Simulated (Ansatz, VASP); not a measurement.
B2AsN in VASP and in Ansatz

```xyz
4
Lattice="3.0473 0.0000 0.0000 0.0000 3.0473 0.0000 0.0000 0.0000 4.3583" Properties=species:S:1:pos:R:3 pbc="T T T"
N     0.0000    0.0000    0.0000
B     0.0000    1.5236    3.4925
B     1.5236    0.0000    0.8658
As    1.5236    1.5236    2.1792
```

Alike in both runs: task single point; functional r2SCAN; k mesh 8 × 8 × 6; occupations fermi-dirac, width 0.02 eV; no spin polarisation.

```csv
,VASP,Ansatz
version,VASP 6.6.1,Ansatz 0.2.0
potentials or method,"VASP PAW PBE potentials, release 64 (N, B, As)","plane waves, PAW"
plane-wave cutoff (eV),520,500
valence electrons in the cell,16,26
```

```tsv
	VASP	Ansatz	Ansatz less VASP
pressure (GPa)	-10.7	-11.1	-0.47
rms of the force components (eV/Å)	0.104	0.124	+0.0199
```

VASP's potentials were made for PBE, not for r2SCAN. With one functional, cell and mesh, what is left measures potentials, basis and numerics. VASP's potentials hold 16 valence electrons a cell and Ansatz's 26, so a difference there can come from the potentials and not from the codes.
